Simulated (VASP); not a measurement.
Here is a VASP 6.6.1 calculation.

File INCAR:

```
ALGO = Normal
EDIFF = 1E-6
ENCUT = 520
GGA = PE
ISIF = 2
ISMEAR = 0
IVDW = 12
LASPH = True
LCHARG = True
LELF = True
LREAL = False
LVHAR = True
LWAVE = False
NBANDS = 16
NELM = 80
PREC = Accurate
SIGMA = 0.1
```

KPOINTS

```
k-points
0
Gamma
  6 6 6
```

File POSCAR:

```
AlRu
1.0
    2.9824954400      0.0000000000      0.0000000000
    0.0000000000      2.9824954400      0.0000000000
    0.0000000000      0.0000000000      2.9824954400
Al Ru
1 1
Direct
    0.0000000000      0.0000000000      0.0000000000
    0.5000000000      0.5000000000      0.5000000000
```

Potentials or basis: VASP PAW PBE potentials, release 64 (Al, Ru_pv).

Run with:

```bash
$ cat potpaw_PBE.64/Al/POTCAR potpaw_PBE.64/Ru_pv/POTCAR > POTCAR
$ mpirun -np 1 vasp_std > vasp.out
```

(1) What does it give for the pressure?

(2) What does it give for the dispersion energy per atom?

Results:

(1) -2.1 GPa.

(2) -0.520 eV.

Caveat: pairwise dispersion overbinds metals, which lowers pressure and volume.
